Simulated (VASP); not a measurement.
# Zn (R-3m) in VASP: notebook

Zn is run at these levels: LDA; tasks: single point.

Program: VASP 6.6.1. These are calculated values, not measurements. Logs are shortened: lines on timing, memory, paths and dates and some standing lists are left out, and cuts for length are marked.

## 1. The cell of the first run

It takes space group R-3m (No. 166, trigonal). The conventional cell has a = 5.692 Å, b = 5.692 Å, c = 1.577 Å, α = 90.00°, β = 90.00°, γ = 120.00°. Within 2.1 Å of Zn (site symmetry -3m) lie 2 Zn at 1.58 Å.

## 2. Single point, LDA

The input, INCAR:

```
PREC = Accurate
ENCUT = 520
EDIFF = 1E-6
ISMEAR = 0
SIGMA = 0.15
LREAL = False
LASPH = True
NELM = 100
ALGO = Fast
ISIF = 2
LWAVE = False
LCHARG = True
LELF = True
LVHAR = True
NBANDS = 12
```

The input, KPOINTS:

```
regular mesh
0
Gamma
  22 22 22
```

The input, POSCAR:

```
Zn
1.0
   -2.3798250551      1.6450221221      1.6450221221
    1.6450221221     -2.3798250551      1.6450221221
    1.6450221221      1.6450221221     -2.3798250551
Zn
1
Direct
    0.0000000000      0.0000000000      0.0000000000
```

Potentials or basis: VASP PAW LDA potentials, release 64 (Zn).

Started as:

```
cat potpaw_LDA.64/Zn/POTCAR > POTCAR
mpirun -np 1 vasp_std > vasp.out
```

OUTCAR:

```text
PREC = Accurate
   ENCUT = 520
   EDIFF = 1E-6
   ISMEAR = 0
   LREAL = False
   LASPH = True
   NELM = 100
   ISIF = 2

 ion  position               nearest neighbor table
   1  0.000  0.000  0.000-

  LATTYP: Found a trigonal (rhomboedric) cell.
 ALAT       =     3.3280268715
 COS(alpha) =    -0.4625985594

  Lattice vectors:

 A1 = (  -2.3798250551,   1.6450221221,   1.6450221221)
 A2 = (   1.6450221221,  -2.3798250551,   1.6450221221)
 A3 = (   1.6450221221,   1.6450221221,  -2.3798250551)

Analysis of symmetry for initial positions (statically):
=====================================================================
 Subroutine PRICEL returns:
 Original cell was already a primitive cell.

 Routine SETGRP: Setting up the symmetry group for a
 trigonal (rhombohedral) supercell.

 Subroutine GETGRP returns: Found 12 space group operations
 (whereof 12 operations were pure point group operations)
 out of a pool of 12 trial point group operations.

The static configuration has the point symmetry D_3d.

Analysis of symmetry for dynamics (positions and initial velocities):
=====================================================================
 Subroutine PRICEL returns:
 Original cell was already a primitive cell.

 Routine SETGRP: Setting up the symmetry group for a
 trigonal (rhombohedral) supercell.

 Subroutine GETGRP returns: Found 12 space group operations
 (whereof 12 operations were pure point group operations)
 out of a pool of 12 trial point group operations.

The dynamic configuration has the point symmetry D_3d.

 Subroutine INISYM returns: Found 12 space group operations
 (whereof 12 operations are pure point group operations),
 and found     1 'primitive' translations

----------------------------------------------------------------------------------------

                                     Primitive cell

  volume of cell :      14.7450

  direct lattice vectors                    reciprocal lattice vectors
    -2.379825055  1.645022122  1.645022122     0.200574399  0.449031037  0.449031037
     1.645022122 -2.379825055  1.645022122     0.449031037  0.200574399  0.449031037
     1.645022122  1.645022122 -2.379825055     0.449031037  0.449031037  0.200574399

  length of vectors
     3.328026871  3.328026871  3.328026871     0.665948823  0.665948823  0.665948823

  position of ions in fractional coordinates (direct lattice)
     0.000000000  0.000000000  0.000000000

  ion indices of the primitive-cell ions
   primitive index   ion index
                 1           1

----------------------------------------------------------------------------------------

 KPOINTS: regular mesh

Automatic generation of k-mesh.
 Grid dimensions read from file:
 generate k-points for:   22   22   22

 Generating k-lattice:

  Cartesian coordinates                     Fractional coordinates (reciprocal lattice)
     0.009117018  0.020410502  0.020410502     0.045454545  0.000000000  0.000000000
     0.020410502  0.009117018  0.020410502     0.000000000  0.045454545  0.000000000
     0.020410502  0.020410502  0.009117018     0.000000000  0.000000000  0.045454545

  Length of vectors
     0.030270401  0.030270401  0.030270401

  Shift w.r.t. Gamma in fractional coordinates (k-lattice)
     0.000000000  0.000000000  0.000000000

 Subroutine IBZKPT returns following result:
 ===========================================

 Found   1024 irreducible k-points:

 Following reciprocal coordinates:
            Coordinates               Weight
  0.000000  0.000000  0.000000      1.000000
  0.045455 -0.000000 -0.000000      6.000000
  0.090909 -0.000000 -0.000000      6.000000
  0.136364 -0.000000 -0.000000      6.000000
  0.181818 -0.000000 -0.000000      6.000000
  0.227273 -0.000000 -0.000000      6.000000
[... 16 lines left out ...]
  0.500000  0.045455 -0.000000     12.000000
 -0.454545  0.045455  0.000000     12.000000
 [... further k-points ...]
   k-points           NKPTS =   1024   k-points in BZ     NKDIM =   1024   number of bands    NBANDS=     12
   number of dos      NEDOS =    301   number of ions     NIONS =      1
   total plane-waves  NPLWV =  21952
   dimension x,y,z NGX =    28 NGY =   28 NGZ =   28
   dimension x,y,z NGXF=    56 NGYF=   56 NGZF=   56
   ions per type =               1
   NGX,Y,Z   is equivalent  to a cutoff of  13.99, 13.99, 13.99 a.u.
   NGXF,Y,Z  is equivalent  to a cutoff of  27.97, 27.97, 27.97 a.u.
 SYSTEM =  unknown system
   PREC   = accura    normal or accurate (medium, high low for compatibility)
   ISTART =      0    job   : 0-new  1-cont  2-samecut
   ICHARG =      2    charge: 1-file 2-atom 10-const
   ISPIN  =      1    spin polarized calculation?
   LNONCOLLINEAR =      F non collinear calculations
   LSORBIT =      F    spin-orbit coupling
   LASPH  =      T    aspherical Exc in radial PAW
   ENCUT  =  520.0 eV  38.22 Ry    6.18 a.u.   6.19  6.19  6.19*2*pi/ulx,y,z
   NELM   =    100;   NELMIN=  2; NELMDL= -5     # of ELM steps
   EDIFF  = 0.1E-05   stopping-criterion for ELM
   LREAL  =      F    real-space projection
   EDIFFG = 0.1E-04   stopping-criterion for IOM
   NSW    =      0    number of steps for IOM
   IBRION =     -1    ionic relax: 0-MD 1-quasi-New 2-CG
   NFREE  =      0    steps in history (QN), initial steepest desc. (CG)
   ISIF   =      2    stress and relaxation
   ISYM   =      2    0-nonsym 1-usesym 2-fastsym
   POTIM  = 0.5000    time-step for ionic-motion
   TEBEG  =    0.0;   TEEND  =   0.0 temperature during run
   PSTRESS=    0.0 pullay stress
   NELECT =      12.0000    total number of electrons
   NUPDOWN=      -1.0000    fix difference up-down
   EMIN   =  10.00;   EMAX   =-10.00  energy-range for DOS
   EFERMI =   0.00;   METHOD = LEGACY
   ISMEAR =     0;   SIGMA  =   0.15  broadening in eV -4-tet -1-fermi 0-gaus
   EFERMI_NEDOS =   21; number of points for ismear=-14 and -15
   IALGO  =     68    algorithm
   IMIX   =      4    mixing-type and parameters
     AMIX     =   0.40;   BMIX     =  1.00
     AMIX_MAG =   1.60;   BMIX_MAG =  1.00
  volume/ion in A,a.u.               =      14.74        99.50
  Fermi-wavevector in a.u.,A,eV,Ry     =   1.528459  2.888368 31.785732  2.336185
  Thomas-Fermi vector in A             =   2.636214
   LORBIT       =      0    0 simple, 1 ext, 2 COOP (PROOUT), +10 PAW based schemes
   GGA     = CA    functional components
   LHFCALC =     F    Hartree Fock is set to
   AEXX    =    0.0000 exact exchange contribution
   IVDW    =     0    specifies the selected vdW correction
   LEPSILON=     F    determine dielectric tensor
   LRPA    =     F    only Hartree local field effects (RPA)
 non-spin polarized calculation
 RMM-DIIS sequential band-by-band and
 Gauss-broadening in eV      SIGMA  =   0.15
  energy-cutoff  :      520.00
  volume of cell :       14.74
 maximum number of plane-waves:       419
 NGX is ok and might be reduce to    28
   NGX = 13   NGY = 13   NGZ = 13

 number of electron      11.9999993 magnetization

 Free energy of the ion-electron system (eV)
  ---------------------------------------------------
  ext. energy  EPLUGINS =         0.00000000
  ---------------------------------------------------
  free energy    TOTEN  =         5.44015652 eV

  energy without entropy =        5.44372444  energy(sigma->0) =        5.44194048

 E-fermi :   3.1497     XC(G=0): -11.6110

 val. band max:        3.1472238485   @ k =   0.4091   0.2273   0.1818
 cond. band min:       3.1498500070   @ k =   0.5000   0.2727   0.1818
 fundamental gap:      0.0026261585
 Fermi energy:         3.1496874870

 k-point     1 :       0.0000    0.0000    0.0000
  band No.  band energies     occupation
      1     -12.1468      2.00000
      2      -6.9677      2.00000
      3      -6.9590      2.00000
      4      -6.9590      2.00000
      5      -3.7962      2.00000
      6      -3.7962      2.00000
      7       8.1958      0.00000
      8       8.1958      0.00000
      9      15.0534      0.00000
     10      15.0534      0.00000
     11      15.1103      0.00000
     12      16.6412      0.00000

 k-point     2 :       0.0455   -0.0000   -0.0000
  band No.  band energies     occupation
      1     -11.9826      2.00000
      2      -6.9273      2.00000
      3      -6.9245      2.00000
      4      -6.8489      2.00000
      5      -3.9895      2.00000
      6      -3.9895      2.00000
      7       8.3503      0.00000
      8       8.4053      0.00000
      9      14.6165      0.00000
     10      15.2041      0.00000
     11      15.8424      0.00000
     12      16.7937      0.00000

 k-point     3 :       0.0909   -0.0000   -0.0000
  band No.  band energies     occupation
      1     -11.5009      2.00000
      2      -6.8345      2.00000
      3      -6.8237      2.00000
      4      -6.4920      2.00000
      5      -4.5228      2.00000
      6      -4.5193      2.00000
      7       8.7699      0.00000
      8       8.9861      0.00000
      9      14.4604      0.00000
     10      15.6374      0.00000
     11      16.8924      0.00000
     12      17.2749      0.00000
[... 286 lines left out ...]
 k-point    23 :       0.5000    0.0455   -0.0000
  band No.  band energies     occupation
      1     -10.1852      2.00000
      2     -10.1237      2.00000
      3      -5.3364      2.00000
      4      -5.2818      2.00000
      5      -4.2900      2.00000
      6       6.7854      0.00000
      7      14.0599      0.00000
      8      16.5077      0.00000
      9      17.9105      0.00000
     10      23.6745      0.00000
     11      24.2265      0.00000
     12      26.1461      0.00000

 k-point    24 :      -0.4545    0.0455    0.0000
  band No.  band energies     occupation
      1      -9.9004      2.00000
      2      -9.8340      2.00000
      3      -5.4399      2.00000
      4      -5.3799      2.00000
      5      -4.7364      2.00000
      6       4.5408      0.00000
      7      14.0364      0.00000
      8      16.2121      0.00000
      9      17.8522      0.00000
     10      23.4370      0.00000
     11      24.8454      0.00000
     12      26.5035      0.00000

 [... further k-points ...]

------------------------ aborting loop because EDIFF is reached ----------------------------------------

  FORCE on cell =-STRESS in cart. coord.  units (eV):
  Direction    XX          YY          ZZ          XY          YZ          ZX
  --------------------------------------------------------------------------------------
  -------------------------------------------------------------------------------------
  Total       15.5792349     15.5792349     15.5792349     16.1113925     16.1113925     16.1113925
  in kB     1692.8244848   1692.8244848   1692.8244848   1750.6482035   1750.6482035   1750.6482035
  external PRESSURE =    1692.8244848 kB  Pullay stress =       0.0000000 kB

 VOLUME and BASIS-vectors are now :
 -----------------------------------------------------------------------------
  energy-cutoff  :      520.00
  volume of cell :       14.74
      direct lattice vectors                 reciprocal lattice vectors
    -2.379825055  1.645022122  1.645022122     0.200574399  0.449031037  0.449031037
     1.645022122 -2.379825055  1.645022122     0.449031037  0.200574399  0.449031037
     1.645022122  1.645022122 -2.379825055     0.449031037  0.449031037  0.200574399

 POSITION                                       TOTAL-FORCE (eV/Angst)
 -----------------------------------------------------------------------------------
      0.00000      0.00000      0.00000         0.000000     -0.000000      0.000000
 -----------------------------------------------------------------------------------
    total drift:                                0.000000     -0.000000      0.000000

  FREE ENERGIE OF THE ION-ELECTRON SYSTEM (eV)
  ---------------------------------------------------
  free  energy   TOTEN  =         5.4401565203 eV

  energy  without entropy=        5.4437244391  energy(sigma->0) =        5.44194048
```

Run time: 2.3 min. Hardware: 1 thread of Intel Xeon 6975P-C (Granite Rapids), shared host; peak memory 0.29 GiB.

Results:

```yaml
Free_energy: 5.4402 eV
Pressure: 169.3 GPa
Band_gap_on_the_k_mesh: zero (band 6 reaches 9.65 eV, above the bottom of band 7 at -1.45 eV)
```

Levels at points of the mesh, in eV from the Fermi level:
| k point | band 2 | band 3 | band 4 | band 5 | band 6 | band 7 | band 8 | band 9 | band 10 | band 11 |
| --- | --- | --- | --- | --- | --- | --- | --- | --- | --- | --- |
| (0.00, 0.00, 0.00) | -10.12 | -10.11 | -10.11 | -6.95 | -6.95 | 5.05 | 5.05 | 11.90 | 11.90 | 11.96 |
| (0.50, 0.00, 0.00) | -13.37 | -8.45 | -8.40 | -7.29 | 4.60 | 10.11 | 14.25 | 16.57 | 18.80 | 19.45 |
| (0.50, 0.50, 0.00) | -10.33 | -9.79 | -6.95 | -6.94 | -5.93 | -4.60 | 2.25 | 7.71 | 21.80 | 22.05 |
| (0.50, 0.50, 0.50) | -13.44 | -8.40 | -8.40 | -7.16 | 6.50 | 12.18 | 12.18 | 14.44 | 14.44 | 15.32 |

(Continued in part 2 of 2.)
